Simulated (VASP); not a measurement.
# Bi (Pm-3m) in VASP: notebook

Bi is run at these levels: LDA; tasks: single point.

Program: VASP 6.6.1. These are calculated values, not measurements. Logs are shortened: lines on timing, memory, paths and dates and some standing lists are left out, and cuts for length are marked.

## 1. The cell of the first run

The structure is cubic, space group Pm-3m (No. 221). The conventional cell has a = 2.450 Å, b = 2.450 Å, c = 2.450 Å, α = 90.00°, β = 90.00°, γ = 90.00°. Bi (site symmetry m-3m) has 6 Bi at 2.45 Å within 3.2 Å.

This isn't the form of Bi at room conditions, which is rhombohedral.

## 2. Single point, LDA (14.71 Å³/atom)

File INCAR:

```
SYSTEM = Bi
PREC = Accurate ; ENCUT = 500
EDIFF = 1E-6 ; ISMEAR = -1
SIGMA = 0.05 ; LREAL = .False.
LASPH = .True. ; NELM = 120
ALGO = Normal ; ISIF = 2
LWAVE = .False. ; LCHARG = .True.
LELF = .True. ; LVHAR = .True.
NBANDS = 14 ; GGA_COMPAT = .False.
```

File KPOINTS:

```
Automatic mesh
0
Gamma
  12 12 12
  0 0 0
```

File POSCAR:

```
Bi
1.0
    2.4502640710      0.0000000000      0.0000000000
    0.0000000000      2.4502640710      0.0000000000
    0.0000000000      0.0000000000      2.4502640710
Bi
1
Direct
    0.0000000000      0.0000000000      0.0000000000
```

Potentials or basis: VASP PAW LDA potentials, release 64 (Bi_d).

Command:

```sh
$ cat potpaw_LDA.64/Bi_d/POTCAR > POTCAR
$ mpirun -np 1 vasp_std > vasp.out
```

OUTCAR:

```text
SYSTEM = Bi
   PREC = Accurate
   ENCUT = 500
   EDIFF = 1E-6
   ISMEAR = -1
   LREAL = .False.
   LASPH = .True.
   NELM = 120
   ISIF = 2

 ion  position               nearest neighbor table
   1  0.000  0.000  0.000-

  LATTYP: Found a simple cubic cell.
 ALAT       =     2.4502640710

  Lattice vectors:

 A1 = (   2.4502640710,   0.0000000000,   0.0000000000)
 A2 = (   0.0000000000,   2.4502640710,   0.0000000000)
 A3 = (   0.0000000000,   0.0000000000,   2.4502640710)

Analysis of symmetry for initial positions (statically):
=====================================================================
 Subroutine PRICEL returns:
 Original cell was already a primitive cell.

 Routine SETGRP: Setting up the symmetry group for a
 simple cubic supercell.

 Subroutine GETGRP returns: Found 48 space group operations
 (whereof 48 operations were pure point group operations)
 out of a pool of 48 trial point group operations.

The static configuration has the point symmetry O_h .

Analysis of symmetry for dynamics (positions and initial velocities):
=====================================================================
 Subroutine PRICEL returns:
 Original cell was already a primitive cell.

 Routine SETGRP: Setting up the symmetry group for a
 simple cubic supercell.

 Subroutine GETGRP returns: Found 48 space group operations
 (whereof 48 operations were pure point group operations)
 out of a pool of 48 trial point group operations.

The dynamic configuration has the point symmetry O_h .

 Subroutine INISYM returns: Found 48 space group operations
 (whereof 48 operations are pure point group operations),
 and found     1 'primitive' translations

----------------------------------------------------------------------------------------

                                     Primitive cell

  volume of cell :      14.7109

  direct lattice vectors                    reciprocal lattice vectors
     2.450264071  0.000000000  0.000000000     0.408119277  0.000000000  0.000000000
     0.000000000  2.450264071  0.000000000     0.000000000  0.408119277  0.000000000
     0.000000000  0.000000000  2.450264071     0.000000000  0.000000000  0.408119277

  length of vectors
     2.450264071  2.450264071  2.450264071     0.408119277  0.408119277  0.408119277

  position of ions in fractional coordinates (direct lattice)
     0.000000000  0.000000000  0.000000000

  ion indices of the primitive-cell ions
   primitive index   ion index
                 1           1

----------------------------------------------------------------------------------------

 KPOINTS: Automatic mesh

Automatic generation of k-mesh.
 Grid dimensions read from file:
 generate k-points for:   12   12   12

 Generating k-lattice:

  Cartesian coordinates                     Fractional coordinates (reciprocal lattice)
     0.034009940  0.000000000  0.000000000     0.083333333  0.000000000  0.000000000
     0.000000000  0.034009940  0.000000000     0.000000000  0.083333333  0.000000000
     0.000000000  0.000000000  0.034009940     0.000000000  0.000000000  0.083333333

  Length of vectors
     0.034009940  0.034009940  0.034009940

  Shift w.r.t. Gamma in fractional coordinates (k-lattice)
     0.000000000  0.000000000  0.000000000

 Subroutine IBZKPT returns following result:
 ===========================================

 Found     84 irreducible k-points:

 Following reciprocal coordinates:
            Coordinates               Weight
  0.000000  0.000000  0.000000      1.000000
  0.083333  0.000000  0.000000      6.000000
  0.166667  0.000000  0.000000      6.000000
  0.250000  0.000000  0.000000      6.000000
  0.333333  0.000000  0.000000      6.000000
  0.416667  0.000000  0.000000      6.000000
[... 16 lines left out ...]
  0.333333  0.333333  0.000000     12.000000
  0.416667  0.333333  0.000000     24.000000
 [... further k-points ...]
   k-points           NKPTS =     84   k-points in BZ     NKDIM =     84   number of bands    NBANDS=     14
   number of dos      NEDOS =    301   number of ions     NIONS =      1
   total plane-waves  NPLWV =   5832
   dimension x,y,z NGX =    18 NGY =   18 NGZ =   18
   dimension x,y,z NGXF=    36 NGYF=   36 NGZF=   36
   ions per type =               1
   NGX,Y,Z   is equivalent  to a cutoff of  12.21, 12.21, 12.21 a.u.
   NGXF,Y,Z  is equivalent  to a cutoff of  24.43, 24.43, 24.43 a.u.
 SYSTEM =  Bi
   PREC   = accura    normal or accurate (medium, high low for compatibility)
   ISTART =      0    job   : 0-new  1-cont  2-samecut
   ICHARG =      2    charge: 1-file 2-atom 10-const
   ISPIN  =      1    spin polarized calculation?
   LNONCOLLINEAR =      F non collinear calculations
   LSORBIT =      F    spin-orbit coupling
   LASPH  =      T    aspherical Exc in radial PAW
   ENCUT  =  500.0 eV  36.75 Ry    6.06 a.u.   4.47  4.47  4.47*2*pi/ulx,y,z
   NELM   =    120;   NELMIN=  2; NELMDL= -5     # of ELM steps
   EDIFF  = 0.1E-05   stopping-criterion for ELM
   LREAL  =      F    real-space projection
   EDIFFG = 0.1E-04   stopping-criterion for IOM
   NSW    =      0    number of steps for IOM
   IBRION =     -1    ionic relax: 0-MD 1-quasi-New 2-CG
   NFREE  =      0    steps in history (QN), initial steepest desc. (CG)
   ISIF   =      2    stress and relaxation
   ISYM   =      2    0-nonsym 1-usesym 2-fastsym
   POTIM  = 0.5000    time-step for ionic-motion
   TEBEG  =    0.0;   TEEND  =   0.0 temperature during run
   PSTRESS=    0.0 pullay stress
   NELECT =      15.0000    total number of electrons
   NUPDOWN=      -1.0000    fix difference up-down
   EMIN   =  10.00;   EMAX   =-10.00  energy-range for DOS
   EFERMI =   0.00;   METHOD = LEGACY
   ISMEAR =    -1;   SIGMA  =   0.05  broadening in eV -4-tet -1-fermi 0-gaus
   EFERMI_NEDOS =   21; number of points for ismear=-14 and -15
   IALGO  =     38    algorithm
   IMIX   =      4    mixing-type and parameters
     AMIX     =   0.40;   BMIX     =  1.00
     AMIX_MAG =   1.60;   BMIX_MAG =  1.00
  volume/ion in A,a.u.               =      14.71        99.27
  Fermi-wavevector in a.u.,A,eV,Ry     =   1.647754  3.113803 36.941084  2.715093
  Thomas-Fermi vector in A             =   2.737159
   LORBIT       =      0    0 simple, 1 ext, 2 COOP (PROOUT), +10 PAW based schemes
   GGA     = CA    functional components
   LHFCALC =     F    Hartree Fock is set to
   AEXX    =    0.0000 exact exchange contribution
   IVDW    =     0    specifies the selected vdW correction
   LEPSILON=     F    determine dielectric tensor
   LRPA    =     F    only Hartree local field effects (RPA)
 non-spin polarized calculation
  energy-cutoff  :      500.00
  volume of cell :       14.71
 maximum number of plane-waves:       386
 NGX is ok and might be reduce to    18
   NGX =  9   NGY =  9   NGZ =  9

 number of electron      14.9999993 magnetization

 Free energy of the ion-electron system (eV)
  ---------------------------------------------------
  ext. energy  EPLUGINS =         0.00000000
  ---------------------------------------------------
  free energy    TOTEN  =         3.20846942 eV

  energy without entropy =        3.20994911  energy(sigma->0) =        3.20920927

 E-fermi :  22.5605     XC(G=0): -14.4982

 val. band max:       22.4884764309   @ k =   0.5000   0.5000   0.0833
 cond. band min:      22.6325123176   @ k =   0.5000   0.5000   0.1667
 fundamental gap:      0.1440358867
 Fermi energy:        22.5604796821

 k-point     1 :       0.0000    0.0000    0.0000
  band No.  band energies     occupation
      1      -5.8320      2.00000
      2      -5.8320      2.00000
      3      -2.3845      2.00000
      4      -2.3845      2.00000
      5      -2.3845      2.00000
      6      -1.0289      2.00000
      7      26.2078      0.00000
      8      26.2078      0.00000
      9      26.2078      0.00000
     10      33.4756      0.00000
     11      34.0303      0.00000
     12      34.0303      0.00000
     13      40.4738      0.00000
     14      40.4738      0.00000

 k-point     2 :       0.0833    0.0000    0.0000
  band No.  band energies     occupation
      1      -5.8166      2.00000
      2      -5.6944      2.00000
      3      -2.4575      2.00000
      4      -2.4575      2.00000
      5      -2.3785      2.00000
      6      -0.8148      2.00000
      7      24.4841      0.00000
      8      26.5004      0.00000
      9      26.5004      0.00000
     10      33.6105      0.00000
     11      33.6920      0.00000
     12      35.6647      0.00000
     13      40.5999      0.00000
     14      40.6198      0.00000

 k-point     3 :       0.1667    0.0000    0.0000
  band No.  band energies     occupation
      1      -5.7741      2.00000
      2      -5.3354      2.00000
      3      -2.6529      2.00000
      4      -2.6529      2.00000
      5      -2.3619      2.00000
      6      -0.1407      2.00000
      7      21.2766      2.00000
      8      27.3331      0.00000
      9      27.3331      0.00000
     10      32.6170      0.00000
     11      33.5499      0.00000
     12      39.2709      0.00000
     13      40.8932      0.00000
     14      40.9144      0.00000
[... 324 lines left out ...]
 k-point    23 :       0.3333    0.3333    0.0000
  band No.  band energies     occupation
      1      -5.0048      2.00000
      2      -4.3326      2.00000
      3      -3.0761      2.00000
      4      -3.0451      2.00000
      5      -2.8559      2.00000
      6       6.0372      2.00000
      7      16.4881      2.00000
      8      18.8963      2.00000
      9      27.5022      0.00000
     10      33.0611      0.00000
     11      34.5317      0.00000
     12      35.5173      0.00000
     13      40.3765      0.00000
     14      44.0314      0.00000

 k-point    24 :       0.4167    0.3333    0.0000
  band No.  band energies     occupation
      1      -4.9253      2.00000
      2      -4.5784      2.00000
      3      -3.2318      2.00000
      4      -3.0355      2.00000
      5      -2.3968      2.00000
      6       7.9542      2.00000
      7      14.1388      2.00000
      8      19.4637      2.00000
      9      25.4924      0.00000
     10      32.8453      0.00000
     11      35.1201      0.00000
     12      36.2504      0.00000
     13      39.1665      0.00000
     14      44.2113      0.00000

 [... further k-points ...]

------------------------ aborting loop because EDIFF is reached ----------------------------------------

  FORCE on cell =-STRESS in cart. coord.  units (eV):
  Direction    XX          YY          ZZ          XY          YZ          ZX
  --------------------------------------------------------------------------------------
  -------------------------------------------------------------------------------------
  Total       26.6561766     26.6561766     26.6561766      0.0000000     -0.0000000     -0.0000000
  in kB     2903.1519236   2903.1519236   2903.1519236      0.0000000     -0.0000000     -0.0000000
  external PRESSURE =    2903.1519236 kB  Pullay stress =       0.0000000 kB

 VOLUME and BASIS-vectors are now :
 -----------------------------------------------------------------------------
  energy-cutoff  :      500.00
  volume of cell :       14.71
      direct lattice vectors                 reciprocal lattice vectors
     2.450264071  0.000000000  0.000000000     0.408119277  0.000000000  0.000000000
     0.000000000  2.450264071  0.000000000     0.000000000  0.408119277  0.000000000
     0.000000000  0.000000000  2.450264071     0.000000000  0.000000000  0.408119277

 POSITION                                       TOTAL-FORCE (eV/Angst)
 -----------------------------------------------------------------------------------
      0.00000      0.00000      0.00000         0.000000      0.000000      0.000000
 -----------------------------------------------------------------------------------
    total drift:                               -0.000000      0.000000      0.000000

  FREE ENERGIE OF THE ION-ELECTRON SYSTEM (eV)
  ---------------------------------------------------
  free  energy   TOTEN  =         3.2084694181 eV

  energy  without entropy=        3.2099491142  energy(sigma->0) =        3.20920927
```

Wall time 17 s (1 thread of Intel Xeon 8259CL, shared host); peak memory 0.12 GiB.

What came out:

```
Free energy            : 3.2085 eV
Pressure               : 290.3 GPa
Band gap on the k mesh : zero (an odd number of electrons rules out a gap without spin polarisation)
```

Levels at points of the mesh, in eV from the Fermi level:
```
           k point  band 6  band 7  band 8  band 9  band 10  band 11
(0.00, 0.00, 0.00)  -23.59    3.65    3.65    3.65    10.92    11.47
(0.50, 0.00, 0.00)  -15.63  -13.49    7.12    9.05     9.32     9.32
(0.50, 0.50, 0.00)   -8.84   -8.80   -8.80   -0.12    11.05    11.05
(0.50, 0.50, 0.50)   -3.94   -3.94   -3.94   -0.82     1.04     5.47
```

Caveat: the cell stands under pressure; spin-orbit coupling is left out, which moves the levels of the heavy elements.

## 3. Single point, LDA (14.71 Å³/atom)

File INCAR:

```
PREC = Accurate
ENCUT = 500
EDIFF = 1E-6
ISMEAR = -1
SIGMA = 0.05
LREAL = F
LASPH = T
NELM = 120
ALGO = Normal
ISIF = 2
LWAVE = F
LCHARG = F
NBANDS = 14
GGA_COMPAT = F
```

File KPOINTS:

```
Automatic mesh
0
Gamma
  12 12 12
```

POSCAR is that of step 2.

Potentials or basis: VASP PAW LDA potentials, release 64 (Bi_d).

Command:

```sh
$ cat potpaw_LDA.64/Bi_d/POTCAR > POTCAR
$ mpirun -np 1 vasp_std > vasp.out
```

OUTCAR:

```text
PREC = Accurate
   ENCUT = 500
   EDIFF = 1E-6
   ISMEAR = -1
   LREAL = F
   LASPH = T
   NELM = 120
   ISIF = 2

 ion  position               nearest neighbor table
   1  0.000  0.000  0.000-

  LATTYP: Found a simple cubic cell.
 ALAT       =     2.4502640710

  Lattice vectors:

 A1 = (   2.4502640710,   0.0000000000,   0.0000000000)
 A2 = (   0.0000000000,   2.4502640710,   0.0000000000)
 A3 = (   0.0000000000,   0.0000000000,   2.4502640710)

[... 585 lines left out ...]
     14      44.2113      0.00000

 [... further k-points ...]

------------------------ aborting loop because EDIFF is reached ----------------------------------------

  FORCE on cell =-STRESS in cart. coord.  units (eV):
  Direction    XX          YY          ZZ          XY          YZ          ZX
  --------------------------------------------------------------------------------------
  -------------------------------------------------------------------------------------
  Total       26.6561766     26.6561766     26.6561766      0.0000000     -0.0000000     -0.0000000
  in kB     2903.1519236   2903.1519236   2903.1519236      0.0000000     -0.0000000     -0.0000000
  external PRESSURE =    2903.1519236 kB  Pullay stress =       0.0000000 kB

 VOLUME and BASIS-vectors are now :
 -----------------------------------------------------------------------------
  energy-cutoff  :      500.00
  volume of cell :       14.71
      direct lattice vectors                 reciprocal lattice vectors
     2.450264071  0.000000000  0.000000000     0.408119277  0.000000000  0.000000000
     0.000000000  2.450264071  0.000000000     0.000000000  0.408119277  0.000000000
     0.000000000  0.000000000  2.450264071     0.000000000  0.000000000  0.408119277

 POSITION                                       TOTAL-FORCE (eV/Angst)
 -----------------------------------------------------------------------------------
      0.00000      0.00000      0.00000         0.000000      0.000000      0.000000
 -----------------------------------------------------------------------------------
    total drift:                               -0.000000      0.000000      0.000000

  FREE ENERGIE OF THE ION-ELECTRON SYSTEM (eV)
  ---------------------------------------------------
  free  energy   TOTEN  =         3.2084694181 eV

  energy  without entropy=        3.2099491142  energy(sigma->0) =        3.20920927
```

OSZICAR:

```text
N       E                     dE             d eps       ncg     rms          rms(c)
DAV:   1     0.114108901067E+03    0.11411E+03   -0.71847E+03  2478   0.154E+03
DAV:   2     0.821096709498E+01   -0.10590E+03   -0.10082E+03  2628   0.358E+02
DAV:   3     0.301885498667E+01   -0.51921E+01   -0.51306E+01  2808   0.747E+01
DAV:   4     0.292719205494E+01   -0.91663E-01   -0.91627E-01  3002   0.971E+00
DAV:   5     0.292433102858E+01   -0.28610E-02   -0.28610E-02  3100   0.166E+00    0.288E+00
DAV:   6     0.310981006831E+01    0.18548E+00   -0.27691E-02  3010   0.163E+00    0.162E+00
DAV:   7     0.320778592185E+01    0.97976E-01   -0.47204E-02  2906   0.212E+00    0.135E-01
DAV:   8     0.320845814962E+01    0.67223E-03   -0.18046E-03  3012   0.375E-01    0.180E-02
DAV:   9     0.320846829360E+01    0.10144E-04   -0.28942E-05  3552   0.555E-02    0.479E-03
DAV:  10     0.320846946623E+01    0.11726E-05   -0.79171E-07  2408   0.145E-02    0.156E-03
DAV:  11     0.320846941806E+01   -0.48168E-07   -0.24834E-07  1986   0.554E-03
   1 F= 0.32084694E+01 E0= 0.32092093E+01  d E =-.147970E-02
```

It took 16 s on 1 thread of Intel Xeon 8259CL, shared host; peak memory 0.12 GiB.

What came out:

```yaml
Free_energy: 3.2085 eV
Pressure: 290.3 GPa
Band_gap_on_the_k_mesh: zero (an odd number of electrons rules out a gap without spin polarisation)
```

Levels at points of the mesh, in eV from the Fermi level:
| k point | band 5 | band 6 | band 7 | band 8 | band 9 | band 10 | band 11 | band 12 |
| --- | --- | --- | --- | --- | --- | --- | --- | --- |
| (0.00, 0.00, 0.00) | -24.94 | -23.59 | 3.65 | 3.65 | 3.65 | 10.92 | 11.47 | 11.47 |
| (0.50, 0.00, 0.00) | -24.85 | -15.63 | -13.49 | 7.12 | 9.05 | 9.32 | 9.32 | 16.86 |
| (0.50, 0.50, 0.00) | -23.99 | -8.84 | -8.80 | -8.80 | -0.12 | 11.05 | 11.05 | 14.70 |
| (0.50, 0.50, 0.50) | -23.92 | -3.94 | -3.94 | -3.94 | -0.82 | 1.04 | 5.47 | 5.47 |

Caveat: the cell stands under pressure; spin-orbit coupling is left out, which moves the levels of the heavy elements.

## 4. Single point, LDA (17.00 Å³/atom)

This run uses another cell than the first one, of 17.00 Å³/atom.

INCAR is that of step 3.

KPOINTS is that of step 3.

File POSCAR:

```
Bi
1.0
    2.5712432730      0.0000000000      0.0000000000
    0.0000000000      2.5712432730      0.0000000000
    0.0000000000      0.0000000000      2.5712432730
Bi
1
Direct
    0.0000000000      0.0000000000      0.0000000000
```

Command:

```sh
$ cat potpaw_LDA.64/Bi_d/POTCAR > POTCAR
$ mpirun -np 1 vasp_std > vasp.out
```

It took 19 s on 1 thread of Intel Xeon 8259CL, shared host; peak memory 0.13 GiB.

It converged, with:

* Free energy: 0.0074 eV
* Pressure: 170.3 GPa
* Band gap on the k mesh: zero (an odd number of electrons rules out a gap without spin polarisation)

Levels at points of the mesh, in eV from the Fermi level:
```
           k point  band 6  band 7  band 8  band 9  band 10  band 11
(0.00, 0.00, 0.00)  -21.14    3.76    3.76    3.76    10.10    10.56
(0.50, 0.00, 0.00)  -14.91  -11.63    8.17    8.69     8.69     9.52
(0.50, 0.50, 0.00)   -9.21   -7.59   -7.59    0.32    11.60    11.60
(0.50, 0.50, 0.50)   -3.47   -3.47   -3.47   -2.70     2.48     5.25
```

Caveat: the cell stands under pressure; spin-orbit coupling is left out, which moves the levels of the heavy elements.
